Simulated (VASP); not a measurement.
A run of VASP 6.6.1 is set up as follows.

Contents of POSCAR:

```
KTaO3
1.0
    3.9982573723      0.0000000000      0.0000000000
    0.0000000000      3.9982573723      0.0000000000
    0.0000000000      0.0000000000      3.9982573723
Ta K O
1 1 3
Direct
    0.0000000000      0.0000000000      0.0000000000
    0.5000000000      0.5000000000      0.5000000000
    0.0000000000      0.0000000000      0.5000000000
    0.0000000000      0.5000000000      0.0000000000
    0.5000000000      0.0000000000      0.0000000000
```

The input INCAR.step1:

```
SYSTEM = KTaO3
  PREC = Accurate
  ENCUT = 520
  ISMEAR = -1
  SIGMA = 0.05
  LREAL = .False.
  LASPH = .True.
  NELM = 150
  LMAXMIX = 4
  LDAU = .True.
  LDAUTYPE = 2
  LDAUL = 2 -1 -1
  LDAUU = 4 0 0
  LDAUJ = 0 0 0
  NBANDS = 27
  GGA = PE
  ALGO = Normal
  EDIFF = 1E-4
  LWAVE = .True.
  LCHARG = .False.
```

The input INCAR.step2:

```
SYSTEM = KTaO3
  PREC = Accurate
  ENCUT = 520
  EDIFF = 1E-6
  ISMEAR = -1
  SIGMA = 0.05
  LREAL = .False.
  LASPH = .True.
  NELM = 150
  ALGO = Normal
  ISIF = 2
  LWAVE = .False.
  LCHARG = .False.
  LMAXMIX = 4
  LDAU = .True.
  LDAUTYPE = 2
  LDAUL = 2 -1 -1
  LDAUU = 4 0 0
  LDAUJ = 0 0 0
  LDAUPRINT = 1
  METAGGA = R2SCAN
  LMIXTAU = .True.
  NBANDS = 27
  ISTART = 1
```

File KPOINTS:

```
regular mesh
0
Gamma
  7 7 7
  0 0 0
```

Potentials or basis: VASP PAW PBE potentials, release 64 (Ta_pv, K_sv, O).

The run is started by

```console
$ cat potpaw_PBE.64/Ta_pv/POTCAR potpaw_PBE.64/K_sv/POTCAR potpaw_PBE.64/O/POTCAR > POTCAR
$ cp INCAR.step1 INCAR
$ mpirun -np 1 vasp_std > vasp.out
$ cp INCAR.step2 INCAR
$ mpirun -np 1 vasp_std > vasp.out
```

(1) Predict the pressure.

(2) Predict the band gap on the k mesh.

## Answers

(1) 3.7 GPa.

(2) 3.24 eV (least direct gap 3.89 eV).

Caveat: the cell stands under pressure; the PAW data sets were made with another functional, which shifts forces and pressure a little; spin-orbit coupling is left out, which moves the levels of the heavy elements; an odd mesh through Γ misses points on the zone boundary, where band edges can lie.
